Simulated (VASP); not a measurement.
Wanted: the native input for a VASP 6.6.1 run.

| Property | Result |
| --- | --- |
| Task | single point |
| Functional | r2SCAN |
| Potentials or basis | VASP PAW PBE potentials, release 64 (Be, Te) |
| Cutoff | 520 eV |
| k mesh | 8 × 8 × 8 |
| Occupations | gaussian, width 0.01 eV |
| Spin | no spin polarisation |
| Dipole correction | no |
| Further INCAR settings | ALGO = Normal; EDIFF = 1e-07; NBANDS = 11 |

Crystal: BeTe.

```
CELL_PARAMETERS angstrom
0.00000 2.97005 2.97005
2.97005 0.00000 2.97005
2.97005 2.97005 0.00000
ATOMIC_POSITIONS crystal
Be 0.00000 0.00000 0.00000
Te 0.25000 0.25000 0.25000
```

This cell differs from its parent crystal: strain +5.0%.

One way to write it, as run:

POSCAR

```
BeTe
1.0
    0.0000000000      2.9700548088      2.9700548088
    2.9700548088      0.0000000000      2.9700548088
    2.9700548088      2.9700548088      0.0000000000
Be Te
1 1
Direct
    0.0000000000      0.0000000000      0.0000000000
    0.2500000000      0.2500000000      0.2500000000
```

INCAR.step1

```
ALGO = Normal ; EDIFF = 1E-4
ENCUT = 520 ; GGA = PE
ISMEAR = 0 ; LASPH = True
LCHARG = False ; LREAL = False
LWAVE = True ; NBANDS = 11
NELM = 60 ; PREC = Accurate
SIGMA = 0.01
```

INCAR.step2

```
ALGO = Normal ; EDIFF = 1E-7
ENCUT = 520 ; ISIF = 2
ISMEAR = 0 ; ISTART = 1
LASPH = True ; LCHARG = False
LMIXTAU = True ; LREAL = False
LWAVE = False ; METAGGA = R2SCAN
NBANDS = 11 ; NELM = 60
PREC = Accurate ; SIGMA = 0.01
```

KPOINTS

```
k-points
0
Gamma
  8 8 8
```

Potentials or basis: VASP PAW PBE potentials, release 64 (Be, Te).

Launch:

```console
$ cat potpaw_PBE.64/Be/POTCAR potpaw_PBE.64/Te/POTCAR > POTCAR
$ cp INCAR.step1 INCAR
$ mpirun -np 1 vasp_std > vasp.out
$ cp INCAR.step2 INCAR
$ mpirun -np 1 vasp_std > vasp.out
```

Results of the run:

```yaml
Pressure: -6.5 GPa
Band_gap_on_the_k_mesh: 2.68 eV, indirect (least direct gap 3.33 eV)
```

Caveat: the cell differs from its parent crystal (strain +5.0%); the PAW data sets were made with another functional, which shifts forces and pressure a little; spin-orbit coupling is left out, which moves the levels of the heavy elements.

Wall time 100 s on 1 thread of AMD EPYC 7R13, on a shared host, peak memory 0.16 GiB.
